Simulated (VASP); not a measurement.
**Al: single point with PBE**

The system is Al.

```
Al
1.0
     0.00000    4.04000    4.04000
     2.02000    0.00000    2.02000
     2.02000    0.00000   -2.02000
Al
2
Direct
  0.75000 0.00000 0.50000
  0.25000 0.00000 0.50000
```

```yaml
Program: VASP 6.6.1
Task: single point
Functional: PBE
Potentials_or_basis: VASP PAW PBE potentials, release 64 (Al)
Cutoff: 500 eV
k_mesh: 4 × 8 × 8
Occupations: fermi-dirac, width 0.1 eV
Spin: no spin polarisation
```

```json
{
 "Pressure": "0.1 GPa",
 "Band gap on the k mesh": "zero (band 3 reaches 15.49 eV, above the bottom of band 4 at 3.63 eV)"
}
```

Levels at points of the mesh, in eV from the Fermi level:
```
           k point  band 1  band 2  band 3  band 4  band 5  band 6  band 7
(0.00, 0.00, 0.00)  -11.11   -2.89   -1.57    5.29    5.63    5.63    9.11
(0.50, 0.00, 0.00)   -8.86   -8.86    7.51    7.51    7.56    7.56    7.56
(0.00, 0.50, 0.00)   -4.56   -4.56   -4.35   -4.35   11.45   11.45   11.46
(0.50, 0.50, 0.00)   -6.64   -6.64    1.27    1.27    2.79    2.79    9.52
(0.00, 0.50, 0.50)   -2.89   -2.89   -1.57   -1.57    5.29    5.29    5.63
(0.50, 0.50, 0.50)   -0.81   -0.81   -0.81   -0.81    0.20    0.20    1.15
```

It took 14 s on 1 thread of Intel Xeon 8259CL (shared host), peak memory 0.15 GiB.

Caveat: the k points lie up to 0.39 Å⁻¹ apart.
